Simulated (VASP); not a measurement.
A run of VASP 6.6.1 is set up as follows.

INCAR

```
  PREC = Accurate
  ENCUT = 520
  EDIFF = 1E-7
  ISMEAR = 0
  SIGMA = 0.01
  LREAL = False
  LASPH = True
  NELM = 100
  ALGO = Normal
  ISIF = 2
  LWAVE = False
  LCHARG = False
  GGA = PE
  IBRION = 2
  NSW = 80
  EDIFFG = -0.004
```

KPOINTS

```
Automatic mesh
0
Gamma
  5 5 7
```

The input POSCAR:

```
TiO2
1.0
    4.5922000000      0.0000000000      0.0000000000
    0.0000000000      4.5922000000      0.0000000000
    0.0000000000      0.0000000000      2.9574000000
Ti O
2 4
Direct
    0.0000000000      0.0000000000      0.0000000000
    0.5000000000      0.5000000000      0.5000000000
    0.3049600000      0.3049600000      0.0000000000
    0.1950400000      0.8049600000      0.5000000000
    0.6950400000      0.6950400000      0.0000000000
    0.8049600000      0.1950400000      0.5000000000
```

Potentials or basis: VASP PAW PBE potentials, release 64 (Ti_sv, O).

Launch:

```sh
$ cat potpaw_PBE.64/Ti_sv/POTCAR potpaw_PBE.64/O/POTCAR > POTCAR
$ mpirun -np 1 vasp_std > vasp.out
```

Q: Estimate the band gap on the k mesh.

A: 1.83 eV, direct.

Q: What does it give for the energy gained by relaxing?

A: 0.2 meV/atom.

Final structure:
```
Ti O
1.0
     4.59220    0.00000    0.00000
     0.00000    4.59220    0.00000
     0.00000    0.00000    2.95740
Ti O
2 4
Direct
  0.00000 0.00000 0.00000
  0.50000 0.50000 0.50000
  0.30403 0.30403 0.00000
  0.19597 0.80403 0.50000
  0.69597 0.69597 0.00000
  0.80403 0.19597 0.50000
```

A k mesh can miss the band edges. A hybrid or GW would open this gap; PBE tends to underestimate it.
